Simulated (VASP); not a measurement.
A run of VASP 6.6.1 is set up as follows.

The input INCAR:

```
SYSTEM = TiAl3
PREC = Accurate
ENCUT = 520
EDIFF = 1E-6
ISMEAR = -1
SIGMA = 0.05
LREAL = .False.
LASPH = .True.
NELM = 100
ALGO = Normal
ISIF = 2
LWAVE = .False.
LCHARG = .False.
GGA = PS
NBANDS = 18
```

The input KPOINTS:

```
Automatic mesh
0
Gamma
  7 7 7
  0 0 0
```

File POSCAR:

```
TiAl3
1.0
    3.8949983963      0.0000000000      0.0000000000
    0.0000000000      3.8949983963      0.0000000000
    0.0000000000      0.0000000000      3.8949983963
Ti Al
1 3
Direct
    0.0000000000      0.0000000000      0.0000000000
    0.0000000000      0.5000000000      0.5000000000
    0.5000000000      0.0000000000      0.5000000000
    0.5000000000      0.5000000000      0.0000000000
```

Potentials or basis: VASP PAW PBE potentials, release 64 (Ti_sv, Al).

Run with:

```sh
$ cat potpaw_PBE.64/Ti_sv/POTCAR potpaw_PBE.64/Al/POTCAR > POTCAR
$ mpirun -np 1 vasp_std > vasp.out
```

What does it give for the pressure?

5.1 GPa.

Caveat: the PAW data sets were made with another functional, which shifts forces and pressure a little.
